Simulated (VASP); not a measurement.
# Cu (P6_3/mmc) in VASP: further runs

The runs below take Cu through single point, relaxation of cell and atoms, with PBE.

All numbers are computed with VASP 6.6.1; they aren't measurements. Logs are shortened: lines on timing, memory, paths and dates and some standing lists are left out, and cuts for length are marked.

### 1 The cell of the first run

It takes space group P6_3/mmc (No. 194, hexagonal). Conventional cell: a = 2.567 Å, b = 2.567 Å, c = 8.385 Å, α = 90.00°, β = 90.00°, γ = 120.00°. Cu (site symmetry -3m) has 12 Cu at 2.57 Å within 3.4 Å. Cu (site symmetry -6m2) has 12 Cu at 2.57 Å within 3.4 Å.

### 2 Single point, PBE

INCAR reads:

```
PREC = Accurate
ENCUT = 520
EDIFF = 1E-6
ISMEAR = -1
SIGMA = 0.1
LREAL = False
LASPH = True
NELM = 60
ALGO = Normal
ISIF = 2
LWAVE = False
LCHARG = True
GGA = PE
LELF = True
LVHAR = True
NBANDS = 30
```

KPOINTS reads:

```
regular mesh
0
Gamma
  18 18 5
```

POSCAR reads:

```
Cu
1.0
    2.5674720615      0.0000000000      0.0000000000
   -1.2837360307      2.2234960287      0.0000000000
    0.0000000000      0.0000000000      8.3850115202
Cu
4
Direct
    1.0000000000      0.0000000000      0.0000000000
    1.0000000000      1.0000000000      0.5000000000
    0.3333333333      0.6666666667      0.2500000000
    0.6666666667      0.3333333333      0.7500000000
```

Potentials or basis: VASP PAW PBE potentials, release 64 (Cu).

The run is started by

```bash
$ cat potpaw_PBE.64/Cu/POTCAR > POTCAR
$ mpirun -np 1 vasp_std > vasp.out
```

OUTCAR:

```text
PREC = Accurate
   ENCUT = 520
   EDIFF = 1E-6
   ISMEAR = -1
   LREAL = False
   LASPH = True
   NELM = 60
   ISIF = 2
   GGA = PE

 ion  position               nearest neighbor table
   1  0.000  0.000  0.000-   3 2.57   4 2.57   3 2.57   4 2.57   4 2.57   3 2.57
   2  0.000  0.000  0.500-   3 2.57   4 2.57   3 2.57   4 2.57   4 2.57   3 2.57
   3  0.333  0.667  0.250-   1 2.57   2 2.57   1 2.57   2 2.57   1 2.57   2 2.57
   4  0.667  0.333  0.750-   1 2.57   2 2.57   1 2.57   2 2.57   1 2.57   2 2.57

  LATTYP: Found a hexagonal cell.
 ALAT       =     2.5674720615
 C/A-ratio  =     3.2658628095

  Lattice vectors:

 A1 = (   2.5674720615,   0.0000000000,   0.0000000000)
 A2 = (  -1.2837360307,   2.2234960287,   0.0000000000)
 A3 = (   0.0000000000,   0.0000000000,   8.3850115202)

Analysis of symmetry for initial positions (statically):
=====================================================================
 Subroutine PRICEL returns:
 Original cell was already a primitive cell.

 Routine SETGRP: Setting up the symmetry group for a
 hexagonal supercell.

 Subroutine GETGRP returns: Found 24 space group operations
 (whereof 12 operations were pure point group operations)
 out of a pool of 24 trial point group operations.

The static configuration has the point symmetry D_3d.
 The point group associated with its full space group is D_6h.

Analysis of symmetry for dynamics (positions and initial velocities):
=====================================================================
 Subroutine PRICEL returns:
 Original cell was already a primitive cell.

 Routine SETGRP: Setting up the symmetry group for a
 hexagonal supercell.

 Subroutine GETGRP returns: Found 24 space group operations
 (whereof 12 operations were pure point group operations)
 out of a pool of 24 trial point group operations.

The dynamic configuration has the point symmetry D_3d.
 The point group associated with its full space group is D_6h.

 Subroutine INISYM returns: Found 24 space group operations
 (whereof 12 operations are pure point group operations),
 and found     1 'primitive' translations

----------------------------------------------------------------------------------------

                                     Primitive cell

  volume of cell :      47.8681

  direct lattice vectors                    reciprocal lattice vectors
     2.567472062  0.000000000  0.000000000     0.389488172  0.224871101  0.000000000
    -1.283736031  2.223496029  0.000000000     0.000000000  0.449742202  0.000000000
     0.000000000  0.000000000  8.385011520     0.000000000  0.000000000  0.119260421

  length of vectors
     2.567472062  2.567472061  8.385011520     0.449742202  0.449742202  0.119260421

  position of ions in fractional coordinates (direct lattice)
     0.000000000  0.000000000  0.000000000
     0.000000000  0.000000000  0.500000000
     0.333333333  0.666666667  0.250000000
     0.666666667  0.333333333  0.750000000

  ion indices of the primitive-cell ions
   primitive index   ion index
                 1           1
                 2           2
                 3           3
                 4           4

----------------------------------------------------------------------------------------

 KPOINTS: regular mesh

Automatic generation of k-mesh.
 Grid dimensions read from file:
 generate k-points for:   18   18    5

 Generating k-lattice:

  Cartesian coordinates                     Fractional coordinates (reciprocal lattice)
     0.021638232  0.012492839  0.000000000     0.055555556  0.000000000  0.000000000
     0.000000000  0.024985678  0.000000000     0.000000000  0.055555556  0.000000000
     0.000000000  0.000000000  0.023852084     0.000000000  0.000000000  0.200000000

  Length of vectors
     0.024985678  0.024985678  0.023852084

  Shift w.r.t. Gamma in fractional coordinates (k-lattice)
     0.000000000  0.000000000  0.000000000

 Subroutine IBZKPT returns following result:
 ===========================================

 Found    111 irreducible k-points:

 Following reciprocal coordinates:
            Coordinates               Weight
  0.000000  0.000000  0.000000      1.000000
  0.055556  0.000000  0.000000      6.000000
  0.111111  0.000000  0.000000      6.000000
  0.166667  0.000000  0.000000      6.000000
  0.222222  0.000000  0.000000      6.000000
  0.277778  0.000000  0.000000      6.000000
[... 16 lines left out ...]
  0.333333  0.111111  0.000000     12.000000
  0.388889  0.111111  0.000000     12.000000
 [... further k-points ...]
   k-points           NKPTS =    111   k-points in BZ     NKDIM =    111   number of bands    NBANDS=     30
   number of dos      NEDOS =    301   number of ions     NIONS =      4
   total plane-waves  NPLWV =  25600
   dimension x,y,z NGX =    20 NGY =   20 NGZ =   64
   dimension x,y,z NGXF=    40 NGYF=   40 NGZF=  128
   ions per type =               4
   NGX,Y,Z   is equivalent  to a cutoff of  12.95, 12.95, 12.69 a.u.
   NGXF,Y,Z  is equivalent  to a cutoff of  25.90, 25.90, 25.38 a.u.
 SYSTEM =  unknown system
   PREC   = accura    normal or accurate (medium, high low for compatibility)
   ISTART =      0    job   : 0-new  1-cont  2-samecut
   ICHARG =      2    charge: 1-file 2-atom 10-const
   ISPIN  =      1    spin polarized calculation?
   LNONCOLLINEAR =      F non collinear calculations
   LSORBIT =      F    spin-orbit coupling
   LASPH  =      T    aspherical Exc in radial PAW
   ENCUT  =  520.0 eV  38.22 Ry    6.18 a.u.   4.77  4.77 15.59*2*pi/ulx,y,z
   NELM   =     60;   NELMIN=  2; NELMDL= -5     # of ELM steps
   EDIFF  = 0.1E-05   stopping-criterion for ELM
   LREAL  =      F    real-space projection
   EDIFFG = 0.1E-04   stopping-criterion for IOM
   NSW    =      0    number of steps for IOM
   IBRION =     -1    ionic relax: 0-MD 1-quasi-New 2-CG
   NFREE  =      0    steps in history (QN), initial steepest desc. (CG)
   ISIF   =      2    stress and relaxation
   ISYM   =      2    0-nonsym 1-usesym 2-fastsym
   POTIM  = 0.5000    time-step for ionic-motion
   TEBEG  =    0.0;   TEEND  =   0.0 temperature during run
   PSTRESS=    0.0 pullay stress
   NELECT =      44.0000    total number of electrons
   NUPDOWN=      -1.0000    fix difference up-down
   EMIN   =  10.00;   EMAX   =-10.00  energy-range for DOS
   EFERMI =   0.00;   METHOD = LEGACY
   ISMEAR =    -1;   SIGMA  =   0.10  broadening in eV -4-tet -1-fermi 0-gaus
   EFERMI_NEDOS =   21; number of points for ismear=-14 and -15
   IALGO  =     38    algorithm
   IMIX   =      4    mixing-type and parameters
     AMIX     =   0.40;   BMIX     =  1.00
     AMIX_MAG =   1.60;   BMIX_MAG =  1.00
  volume/ion in A,a.u.               =      11.97        80.76
  Fermi-wavevector in a.u.,A,eV,Ry     =   1.591758  3.007987 34.473009  2.533695
  Thomas-Fermi vector in A             =   2.690249
   LORBIT       =      0    0 simple, 1 ext, 2 COOP (PROOUT), +10 PAW based schemes
   GGA     = PE    functional components
   LHFCALC =     F    Hartree Fock is set to
   AEXX    =    0.0000 exact exchange contribution
   IVDW    =     0    specifies the selected vdW correction
   LEPSILON=     F    determine dielectric tensor
   LRPA    =     F    only Hartree local field effects (RPA)
 non-spin polarized calculation
  energy-cutoff  :      520.00
  volume of cell :       47.87
 maximum number of plane-waves:      1312
 NGX is ok and might be reduce to    20
   NGX =  9   NGY =  9   NGZ = 31

 number of electron      44.0000025 magnetization

 Free energy of the ion-electron system (eV)
  ---------------------------------------------------
  ext. energy  EPLUGINS =         0.00000000
  ---------------------------------------------------
  free energy    TOTEN  =       -14.91416396 eV

  energy without entropy =      -14.87063396  energy(sigma->0) =      -14.89239896

 E-fermi :   7.4078     XC(G=0): -12.6495

 val. band max:        7.4060523491   @ k =   0.2778   0.0000   0.4000
 cond. band min:       7.4278269058   @ k =   0.1111   0.1111   0.4000
 fundamental gap:      0.0217745567
 Fermi energy:         7.4077998023

 k-point     1 :       0.0000    0.0000    0.0000
  band No.  band energies     occupation
      1      -1.8282      2.00000
      2       0.2730      2.00000
      3       0.2791      2.00000
      4       2.4184      2.00000
      5       4.1930      2.00000
      6       4.1980      2.00000
[... 22 lines left out ...]
     29      29.0822      0.00000
     30      29.0885      0.00000

 k-point     2 :       0.0556    0.0000    0.0000
  band No.  band energies     occupation
      1      -1.7291      2.00000
      2       0.3619      2.00000
      3       0.3680      2.00000
      4       2.4771      2.00000
      5       4.1433      2.00000
      6       4.1740      2.00000
[... 22 lines left out ...]
     29      27.9032      0.00000
     30      28.1377      0.00000

 k-point     3 :       0.1111    0.0000    0.0000
  band No.  band energies     occupation
      1      -1.4345      2.00000
      2       0.6223      2.00000
      3       0.6282      2.00000
      4       2.6428      2.00000
      5       4.0322      2.00000
      6       4.1122      2.00000
[... 22 lines left out ...]
     29      26.0226      0.00000
     30      26.0384      0.00000

 k-point     4 :       0.1667    0.0000    0.0000
  band No.  band energies     occupation
      1      -0.9537      2.00000
      2       1.0314      2.00000
      3       1.0370      2.00000
      4       2.8802      2.00000
      5       3.9098      2.00000
      6       4.0250      2.00000
[... 616 lines left out ...]
     29      18.8758      0.00000
     30      21.1842      0.00000

 k-point    23 :       0.3333    0.1111    0.0000
  band No.  band energies     occupation
      1       2.2347      2.00000
      2       2.6925      2.00000
      3       2.7768      2.00000
      4       3.2334      2.00000
      5       3.5162      2.00000
      6       3.6043      2.00000
[... 22 lines left out ...]
     29      18.3039      0.00000
     30      20.3578      0.00000

 k-point    24 :       0.3889    0.1111    0.0000
  band No.  band energies     occupation
      1       2.5657      2.00000
      2       2.7221      2.00000
      3       2.9708      2.00000
      4       3.1981      2.00000
      5       3.5109      2.00000
      6       3.5295      2.00000
[... 22 lines left out ...]
     29      17.9071      0.00000
     30      18.6750      0.00000

 [... further k-points ...]

------------------------ aborting loop because EDIFF is reached ----------------------------------------

  FORCE on cell =-STRESS in cart. coord.  units (eV):
  Direction    XX          YY          ZZ          XY          YZ          ZX
  --------------------------------------------------------------------------------------
  -------------------------------------------------------------------------------------
  Total        0.1968231      0.1968231      0.2182751      0.0000000     -0.0000000     -0.0000000
  in kB        6.5878066      6.5878066      7.3058216      0.0000000     -0.0000000     -0.0000000
  external PRESSURE =       6.8271449 kB  Pullay stress =       0.0000000 kB

 VOLUME and BASIS-vectors are now :
 -----------------------------------------------------------------------------
  energy-cutoff  :      520.00
  volume of cell :       47.87
      direct lattice vectors                 reciprocal lattice vectors
     2.567472062  0.000000000  0.000000000     0.389488172  0.224871101  0.000000000
    -1.283736031  2.223496029  0.000000000     0.000000000  0.449742202  0.000000000
     0.000000000  0.000000000  8.385011520     0.000000000  0.000000000  0.119260421

 POSITION                                       TOTAL-FORCE (eV/Angst)
 -----------------------------------------------------------------------------------
      0.00000      0.00000      0.00000        -0.000000      0.000000      0.000000
      0.00000      0.00000      4.19251        -0.000000      0.000000      0.000000
     -0.00000      1.48233      2.09625        -0.000000      0.000000      0.000000
      1.28374      0.74117      6.28876         0.000000     -0.000000     -0.000000
 -----------------------------------------------------------------------------------
    total drift:                                0.000000     -0.000000      0.000000

  FREE ENERGIE OF THE ION-ELECTRON SYSTEM (eV)
  ---------------------------------------------------
  free  energy   TOTEN  =       -14.9141639608 eV

  energy  without entropy=      -14.8706339641  energy(sigma->0) =      -14.89239896
```

It took 3.9 min on 1 thread of Intel Xeon 8259CL, shared host; peak memory 0.24 GiB.

Results:

```
Free energy            : -14.9142 eV
Pressure               : 0.7 GPa
Band gap on the k mesh : zero (band 22 reaches 10.73 eV, above the bottom of band 23 at 5.68 eV)
```

### 3 Relaxation of cell and atoms, PBE

This run uses another cell than the first one, of 11.81 Å³/atom, 0.987 times its volume.

INCAR reads:

```
SYSTEM = Cu
  PREC = Accurate
  ENCUT = 600
  EDIFF = 1E-6
  ISMEAR = -1
  SIGMA = 0.1
  LREAL = .FALSE.
  LASPH = .TRUE.
  NELM = 80
  ALGO = Normal
  ISIF = 3
  LWAVE = .FALSE.
  LCHARG = .FALSE.
  GGA = PE
  IBRION = 2
  NSW = 80
  EDIFFG = -0.01
```

KPOINTS reads:

```
Automatic mesh
0
G
  14 14 4
  0 0 0
```

POSCAR reads:

```
Cu
1.0
    2.5561591618      0.0000000000      0.0000000000
   -1.2780795809      2.2136987702      0.0000000000
    0.0000000000      0.0000000000      8.3484158223
Cu
4
Direct
    0.0000000000      0.0000000000      0.0000000000
    0.0000000000      0.0000000000      0.5000000000
    0.3333333333      0.6666666667      0.2500000000
    0.6666666667      0.3333333333      0.7500000000
```

Potentials or basis: VASP PAW PBE potentials, release 64 (Cu).

The run is started by

```bash
$ cat potpaw_PBE.64/Cu/POTCAR > POTCAR
$ mpirun -np 1 vasp_std > vasp.out
```

Run time: 6.2 min. Hardware: 1 thread of Intel Xeon 8259CL, shared host; peak memory 0.22 GiB.

Results (log left out):

| Quantity | Value |
| --- | --- |
| Free energy | -14.9113 eV |
| Relaxed volume | 12.02 Å³/atom |
| Relaxed cell | a = 2.571 Å, b = 2.571 Å, c = 8.396 Å, α = 90.00°, β = 90.00°, γ = 120.00° |
| Space group after relaxing (to 0.05 Å) | P6_3/mmc (No. 194) |
| Energy gained by relaxing | 1.6 meV/atom |
| Ionic steps | 3 |
| Pressure after relaxing | 0.1 GPa |
| Band gap on the k mesh | zero (band 22 reaches 10.11 eV, above the bottom of band 23 at 5.60 eV) |

Step by step:
```csv
step,energy change (eV),largest force (eV/Å),pressure (GPa),volume (Å³)
1,0.0000,0.0000,2.60,47.24
2,-0.0044,0.0000,-1.25,48.56
3,-0.0064,0.0000,0.08,48.06
```

Final structure:
```
CELL_PARAMETERS angstrom
2.57103 0.00000 0.00000
-1.28552 2.22658 0.00000
0.00000 0.00000 8.39619
ATOMIC_POSITIONS crystal
Cu 0.00000 0.00000 0.00000
Cu 0.00000 0.00000 0.50000
Cu 0.33333 0.66667 0.25000
Cu 0.66667 0.33333 0.75000
```

Levels at points of the mesh, in eV from the Fermi level:
```csv
k point,band 18,band 19,band 20,band 21,band 22,band 23,band 24,band 25,band 26
"(0.00, 0.00, 0.00)",-2.04,-2.04,-1.88,-1.88,-1.61,-1.61,-0.90,3.72,12.36
"(0.50, 0.00, 0.00)",-1.48,-1.48,-1.46,-0.52,0.50,0.99,1.56,4.54,4.55
"(0.00, 0.00, 0.50)",-2.16,-2.16,-2.16,-1.72,-1.72,-1.72,-1.72,6.85,6.85
"(0.50, 0.00, 0.50)",-1.56,-1.48,-1.48,0.11,0.11,1.38,1.38,5.07,5.07
```
